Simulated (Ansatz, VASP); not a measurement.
## MgSi: VASP beside Ansatz

```
Mg Si
1.0
     3.07030    0.00000    0.00000
     0.00000    3.07030    0.00000
     0.00000    0.00000    3.68208
Mg Si
1 1
Direct
  0.00000 0.00000 0.00000
  0.50000 0.50000 0.50000
```

Alike in both runs: task single point; functional LDA; k mesh 18 × 18 × 14; occupations gaussian, width 0.15 eV; no spin polarisation.

```csv
,VASP,Ansatz
version,VASP 6.6.1,Ansatz 0.2.0
potentials or method,"VASP PAW LDA potentials, release 64 (Mg, Si), cutoff 520 eV","scalar-relativistic, plane waves, PAW"
valence electrons in the cell,6,14
```

Ansatz gave:

```
gap on the k mesh at the Fermi level (eV)                     : none
pressure (GPa)                                                : -1.5
traceless stress, the component that is largest in VASP (GPa) : 3.53
```

Which values does VASP return?

gap on the k mesh at the Fermi level (eV): none; pressure (GPa): -1.8; traceless stress, the component that is largest in VASP (GPa): 3.54.

LDA's correlation is that of Perdew and Zunger in VASP and of Perdew and Wang (1992) in Ansatz. A gap of «none» marks a metal or a gap that the smearing closes. VASP's potentials hold 6 valence electrons a cell and Ansatz's 14, so a difference there can come from the potentials and not from the codes.
